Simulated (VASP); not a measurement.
Write the native input for VASP 6.6.1 that does the following.

| Property | Result |
| --- | --- |
| Task | single point |
| Functional | PBE |
| Potentials or basis | VASP PAW PBE potentials, release 64 (In_d, P) |
| Cutoff | 520 eV |
| k mesh | 1 × 1 × 1 |
| Occupations | gaussian, width 0.02 eV |
| Spin | no spin polarisation |
| Dipole correction | no |
| Further INCAR settings | LREAL = Auto; ALGO = Normal; EDIFF = 1e-06; NBANDS = 166 |

The structure of InP lies in POSCAR:

```
InP
1.0
   -5.9597880294     -5.9597880294      5.9597880294
    5.9597880294     -5.9597880294     -5.9597880294
    5.9597880294      5.9597880294      5.9597880294
In P
16 16
Direct
    0.2500000000      0.5000000000      0.2500000000
    0.0000000000      0.5000000000      0.5000000000
    0.5000000000      0.2500000000      0.2500000000
    0.2500000000      0.2500000000      0.5000000000
    0.0000000000      0.2500000000      0.7500000000
    0.7500000000      0.5000000000      0.7500000000
    0.5000000000      0.5000000000      0.0000000000
    1.0000000000      0.7500000000      0.2500000000
    0.7500000000      0.0000000000      0.2500000000
    0.5000000000      0.0000000000      0.5000000000
    0.2500000000      0.0000000000      0.7500000000
    0.0000000000      0.0000000000      0.0000000000
    0.7500000000      0.2500000000      0.0000000000
    0.7500000000      0.7500000000      0.5000000000
    0.5000000000      0.7500000000      0.7500000000
    0.2500000000      0.7500000000      0.0000000000
    0.2500000000      0.7500000000      0.2500000000
    0.0000000000      0.7500000000      0.5000000000
    0.5000000000      0.5000000000      0.2500000000
    0.2500000000      0.5000000000      0.5000000000
    0.0000000000      0.5000000000      0.7500000000
    0.7500000000      0.7500000000      0.7500000000
    0.5000000000      0.7500000000      0.0000000000
    0.0000000000      0.0000000000      0.2500000000
    0.7500000000      0.2500000000      0.2500000000
    0.5000000000      0.2500000000      0.5000000000
    0.2500000000      0.2500000000      0.7500000000
    0.0000000000      0.2500000000      0.0000000000
    0.7500000000      0.5000000000      0.0000000000
    0.7500000000      0.0000000000      0.5000000000
    0.5000000000      0.0000000000      0.7500000000
    0.2500000000      0.0000000000      0.0000000000
```

The input as run:

INCAR

```
SYSTEM = InP
PREC = Accurate
ENCUT = 520
EDIFF = 1E-6
ISMEAR = 0
SIGMA = 0.02
LREAL = Auto
LASPH = .TRUE.
NELM = 60
ALGO = Normal
ISIF = 2
LWAVE = .FALSE.
LCHARG = .FALSE.
GGA = PE
NBANDS = 166
```

KPOINTS

```
regular mesh
0
G
  1 1 1
  0 0 0
```

Potentials or basis: VASP PAW PBE potentials, release 64 (In_d, P).

Run with:

```sh
$ cat potpaw_PBE.64/In_d/POTCAR potpaw_PBE.64/P/POTCAR > POTCAR
$ mpirun -np 1 vasp_gam > vasp.out
```

It gave:

```yaml
Pressure: 0.1 GPa
Band_gap_on_the_k_mesh: 0.41 eV
```

Caveat: the k points lie up to 0.75 Å⁻¹ apart; spin-orbit coupling is left out, which moves the levels of the heavy elements.

Wall time 2.8 min on 1 thread of Intel(R) Xeon(R) 6975P-C (Granite Rapids), with other jobs on the host, peak memory 0.91 GiB.
